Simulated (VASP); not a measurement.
**TaN: single point with r2SCAN**

The system is TaN.

```xyz
2
Lattice="0.0000 2.1995 2.1995 2.1995 0.0000 2.1995 2.1995 2.1995 0.0000" Properties=species:S:1:pos:R:3 pbc="T T T"
Ta    2.1995    2.1995    2.1995
N     0.0000    0.0000    0.0000
```

| Quantity | Value |
| --- | --- |
| Program | VASP 6.6.1 |
| Task | single point |
| Functional | r2SCAN |
| Potentials or basis | VASP PAW PBE potentials, release 64 (Ta_sv_GW, N) |
| Cutoff | 660 eV |
| k mesh | 6 × 6 × 6 |
| Occupations | gaussian, width 0.1 eV |
| Spin | no spin polarisation |
| Dipole correction | no |
| Second run | valence_matched |
| Further INCAR settings | ALGO = Normal; EDIFF = 1e-06; NBANDS = 16 |

The pressure is -0.2 GPa and the band gap on the k mesh is zero (band 9 reaches 15.78 eV, above the bottom of band 10 at 11.71 eV).

Levels at points of the mesh, in eV from the Fermi level:
| k point | band 6 | band 7 | band 8 | band 9 | band 10 | band 11 | band 12 | band 13 |
| --- | --- | --- | --- | --- | --- | --- | --- | --- |
| (0.00, 0.00, 0.00) | -4.18 | -4.18 | -4.18 | -2.19 | -2.19 | -2.19 | 0.12 | 0.12 |
| (0.50, 0.00, 0.00) | -10.85 | -8.00 | -8.00 | 1.88 | 1.88 | 2.02 | 3.97 | 7.79 |
| (0.50, 0.50, 0.00) | -7.12 | -5.65 | -5.03 | -5.03 | 2.20 | 3.50 | 3.50 | 4.68 |

It took 35 s on 1 thread of Intel(R) Xeon(R) Platinum 8488C (Sapphire Rapids), on a shared host, peak memory 0.17 GiB.

Caveat: the k points lie up to 0.41 Å⁻¹ apart; the PAW data sets were made with another functional, which shifts forces and pressure a little; spin-orbit coupling is left out, which moves the levels of the heavy elements.
